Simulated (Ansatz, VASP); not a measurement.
**AlAs: VASP beside Ansatz**

```xyz
2
Lattice="0.0000 2.8304 2.8304 2.8304 0.0000 2.8304 2.8304 2.8304 0.0000" Properties=species:S:1:pos:R:3 pbc="T T T"
Al    0.0000    0.0000    0.0000
As    4.2456    4.2456    4.2456
```

Alike in both runs: task electric field gradients; functional PBEsol; k mesh 11 × 11 × 11; occupations fermi-dirac, width 0.05 eV; no spin polarisation.

```csv
,VASP,Ansatz
version,VASP 6.6.1,Ansatz 0.2.0
potentials or method,"VASP PAW PBE potentials, release 64 (Al, As), cutoff 400 eV","all-electron PAW with datasets made for the crystal, scalar-relativistic"
```

|  | VASP | Ansatz | Ansatz less VASP |
| --- | --- | --- | --- |
| pressure (GPa) | 0.8 | 0.5 | -0.29 |

VASP's potentials were made for PBE, not for PBEsol. Ansatz ran all-electron here, and VASP with PAW potentials.
